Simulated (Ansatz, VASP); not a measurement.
One calculation of SrO, two programs

The input INCAR:

```
SYSTEM = SrO
ALGO = Normal ; EDIFF = 1E-7
ENCUT = 520 ; GGA = PE
ISIF = 2 ; ISMEAR = -1
LASPH = .TRUE. ; LCHARG = .TRUE.
LELF = .TRUE. ; LREAL = .FALSE.
LVHAR = .TRUE. ; LWAVE = .FALSE.
NBANDS = 24 ; NELM = 100
PREC = Accurate ; SIGMA = 0.05
```

File KPOINTS:

```
k-points
0
G
  7 7 5
  0 0 0
```

The input POSCAR:

```
SrO
1.0
    4.2754662656      0.0000000000      0.0000000000
   -2.1377331328      3.7026623990      0.0000000000
    0.0000000000      0.0000000000      5.1555949900
Sr O
2 2
Direct
    0.6666666667      0.3333333333      0.4381277000
    0.3333333333      0.6666666667      0.9381277000
    0.6666666667      0.3333333333      0.9368723000
    0.3333333333      0.6666666667      0.4368723000
```

The input input.yaml:

```yaml
crystal:
  lattice:
    - [4.2754662656, 0.0, 0.0]
    - [-2.1377331328, 3.702662399, 0.0]
    - [0.0, 0.0, 5.15559499]
  atoms:
    - { symbol: Sr, position: [0.6666666667, 0.3333333333, 0.4381277] }
    - { symbol: Sr, position: [0.3333333333, 0.6666666667, 0.9381277] }
    - { symbol: O, position: [0.6666666667, 0.3333333333, 0.9368723] }
    - { symbol: O, position: [0.3333333333, 0.6666666667, 0.4368723] }
hamiltonian:
  xc: pbe
  pseudopotentials: { kind: paw }
kpoints:
  mp_grid: { grid: [7, 7, 5] }
scf:
  occupations: { method: fermi_dirac, width: 0.05 }
output:
  forces: true
  stress: true
  eigenvalues: true
```

Alike in both runs: task single point; functional PBE; k mesh 7 × 7 × 5; occupations fermi-dirac, width 0.05 eV; no spin polarisation.

|  | VASP | Ansatz |
| --- | --- | --- |
| version | VASP 6.6.1 | Ansatz 0.2.0 |
| potentials or method | VASP PAW PBE potentials, release 64 (Sr_sv, O) | Ansatz PAW |
| plane-wave cutoff (eV) | 520 | 420 |
| valence electrons in the cell | 32 | 32 |

VASP gave:

* gap on the k mesh at the Fermi level (eV): 2.63
* least direct gap on the mesh (eV): 2.63
* pressure (GPa): 1.4
* traceless stress, the component that is largest in VASP (GPa): 0.21
* rms of the force components (eV/Å): 0.008

Question: Which values does Ansatz return?

Answer: gap on the k mesh at the Fermi level (eV): 2.65; least direct gap on the mesh (eV): 2.65; pressure (GPa): 0.9; traceless stress, the component that is largest in VASP (GPa): 0.20; rms of the force components (eV/Å): 0.008.

Atom by atom the forces differ by 0.001 eV/Å (rms over components).

Noted on Ansatz's run: odd divisions of the mesh miss points on the zone boundary, where band edges often lie, so the gap on the mesh can be too wide.
